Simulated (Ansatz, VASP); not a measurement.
CsO in VASP and in Ansatz

INCAR

```
ALGO = Normal ; EDIFF = 1E-7
ENCUT = 520 ; GGA = CA
ISIF = 2 ; ISMEAR = 0
LASPH = True ; LCHARG = False
LREAL = False ; LWAVE = False
NBANDS = 23 ; NELM = 60
PREC = Accurate ; SIGMA = 0.05
```

KPOINTS

```
k-points
0
Gamma
  8 8 8
```

POSCAR

```
CsO
1.0
   -2.1610000000      3.2150000000      3.7585000000
    2.1610000000     -3.2150000000      3.7585000000
    2.1610000000      3.2150000000     -3.7585000000
Cs O
2 2
Direct
    0.2500000000      0.2500000000      0.0000000000
    0.7500000000      0.7500000000      0.0000000000
    0.6200000000      0.0000000000      0.6200000000
    0.3800000000      0.0000000000      0.3800000000
```

Input for Ansatz:

```yaml
crystal:
  lattice:
    - [-2.161, 3.215, 3.7585]
    - [2.161, -3.215, 3.7585]
    - [2.161, 3.215, -3.7585]
  atoms:
    - { symbol: Cs, position: [0.25, 0.25, 0.0] }
    - { symbol: Cs, position: [0.75, 0.75, 0.0] }
    - { symbol: O, position: [0.62, 0.0, 0.62] }
    - { symbol: O, position: [0.38, 0.0, 0.38] }
basis:
  ecutwfc: 420
kpoints:
  mp_grid: { grid: [8, 8, 8] }
hamiltonian:
  xc: lda
scf:
  occupations: { method: gaussian, width: 0.05 }
output:
  forces: true
  stress: true
  eigenvalues: true
```

Alike in both runs: task single point; functional LDA; k mesh 8 × 8 × 8; occupations gaussian, width 0.05 eV; no spin polarisation.

|  | VASP | Ansatz |
| --- | --- | --- |
| version | VASP 6.6.1 | Ansatz 0.2.0 |
| potentials or method | VASP PAW LDA potentials, release 64 (Cs_sv, O), cutoff 520 eV | scalar-relativistic, plane waves, PAW |
| valence electrons in the cell | 30 | 30 |

|  | VASP | Ansatz | Ansatz less VASP |
| --- | --- | --- | --- |
| gap on the k mesh at the Fermi level (eV) | 1.58 | 1.58 | +0.007 |
| least direct gap on the mesh (eV) | 1.72 | 1.73 | +0.010 |
| pressure (GPa) | -3.5 | -3.8 | -0.33 |
| traceless stress, the component that is largest in VASP (GPa) | -1.38 | -1.60 | -0.222 |
| rms of the force components (eV/Å) | 0.466 | 0.549 | +0.0830 |

LDA's correlation is that of Perdew and Zunger in VASP and of Perdew and Wang (1992) in Ansatz. Atom by atom the forces differ by 0.083 eV/Å (rms over components).

Neither program's run includes spin-orbit coupling.
